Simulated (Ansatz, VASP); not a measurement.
# BAs in VASP and in Ansatz

File POSCAR:

```
BAs
1.0
    0.0000000000      2.3885000000      2.3885000000
    2.3885000000      0.0000000000      2.3885000000
    2.3885000000      2.3885000000      0.0000000000
As B
1 1
Direct
    0.7500000000      0.7500000000      0.7500000000
    0.0000000000      0.0000000000      0.0000000000
```

The input INCAR.step1:

```
ALGO = Normal
EDIFF = 1E-5
ENCUT = 600
GGA = PE
ISMEAR = -1
LASPH = T
LCHARG = F
LREAL = F
LWAVE = T
NBANDS = 11
NELM = 80
PREC = Accurate
SIGMA = 0.05
```

Contents of INCAR.step2:

```
AEXX = 0.25
ALGO = Normal
EDIFF = 1E-6
EDIFFG = -0.01
ENCUT = 600
GGA = PE
HFSCREEN = 0.3
IBRION = 2
ISIF = 3
ISMEAR = -1
ISTART = 1
LASPH = T
LCHARG = F
LHFCALC = T
LREAL = F
LWAVE = F
NELM = 80
NSW = 60
PREC = Accurate
PRECFOCK = Normal
SIGMA = 0.05
```

The input KPOINTS:

```
k-points
0
Gamma
  5 5 5
```

File input.yaml:

```yaml
crystal:
  lattice:
    - [0.0, 2.3885, 2.3885]
    - [2.3885, 0.0, 2.3885]
    - [2.3885, 2.3885, 0.0]
  atoms:
    - { symbol: As, position: [0.75, 0.75, 0.75] }
    - { symbol: B, position: [0.0, 0.0, 0.0] }
hamiltonian:
  xc: { exchange: pbe, correlation: pbe, exx: { coeff: 0.25, omega: 0.3 } }
  pseudopotentials: { kind: paw }
kpoints:
  mp_grid: { grid: [5, 5, 5] }
scf:
  occupations: { method: fermi_dirac, width: 0.05 }
output:
  forces: true
  stress: true
  eigenvalues: true
relax:
  f_tol: 0.01
  max_steps: 40
  cell: { stress_tol: 0.05 }
```

Alike in both runs: task relaxation of cell and atoms; functional PBE-based screened hybrid with a share of 0.25 of exact exchange and HFSCREEN = 0.3; k mesh 5 × 5 × 5; occupations fermi-dirac, width 0.05 eV; no spin polarisation.

```csv
,VASP,Ansatz
version,VASP 6.6.1,Ansatz 0.2.0
potentials or method,"VASP PAW PBE potentials, release 64 (As, B)",Ansatz PAW
plane-wave cutoff (eV),600,420
valence electrons in the cell,8,18
```

```tsv
	VASP	Ansatz	Ansatz less VASP
gap on the k mesh at the Fermi level, each at its own relaxed structure (eV)	1.67	1.67	-0.008
relaxed volume (Å³/atom)	13.63	13.63	0.000
relaxed length of the cell vector where the two differ most in proportion (Å)	3.378	3.378	0.0000
```

VASP's potentials were made for PBE, not for PBE-based screened hybrid. VASP's potentials hold 8 valence electrons a cell and Ansatz's 18, so a difference there can come from the potentials and not from the codes.

The k mesh is coarse, so the values compare programs but aren't converged. Noted on VASP's run: the relaxation stopped at its first step, so nothing moved. Noted on Ansatz's run: odd divisions of the mesh miss points on the zone boundary, where band edges often lie, so the gap on the mesh can be too wide; the plane-wave basis is chosen anew once the cell has moved, so the energies of steps on either side of that aren't comparable.
